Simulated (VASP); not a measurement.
Runs of VASP 6.6.1 on BaTiO3. It takes space group P4mm (No. 99, tetragonal). Conventional cell: a = 4.000 Å, b = 4.000 Å, c = 4.018 Å, α = 90.00°, β = 90.00°, γ = 90.00°. Within 3.7 Å of Ba (site symmetry 4mm) lie 12 O at 2.79 to 2.88 Å and 8 Ti at 3.45 to 3.49 Å. Ti (site symmetry 4mm) has 6 O at 1.89 to 2.13 Å within 2.5 Å. O (site symmetry 4mm) has 2 Ti at 1.89 to 2.13 Å within 2.5 Å. Within 2.9 Å of O (site symmetry 2mm) lie 2 Ti at 2.00 Å and 4 Ba at 2.79 to 2.88 Å and 8 O at 2.83 to 2.84 Å. 

| level | U | gap on the mesh (eV) | pressure (GPa) | largest force (eV/Å) |
| --- | --- | --- | --- | --- |
| PBE | - | 1.76 | (a) | 0.31 |
| PBE+U | Ti d U = 4.0 eV | 2.24 | 7.5 | 0.41 |
| PBE+U | Ti d U = 6.0 eV | 2.51 | 9.2 | 0.72 |
| PBE+U | Ti d U = 2.0 eV | 1.99 | (b) | 0.10 |

Alike in all rows: task single point; potentials or basis VASP PAW PBE potentials, release 64 (Ba_sv, Ti_sv, O); no spin polarisation; cell as given; k mesh 4 × 4 × 4; cutoff (eV) 520; smearing gaussian 0.01 eV.

Fill in the values left out.

(a) 4.2; (b) 5.8.

Caveats: the cell stands under pressure; spin-orbit coupling is left out, which moves the levels of the heavy elements.

A k mesh can miss the band edges, and the runs leave out spin-orbit coupling on Ba.
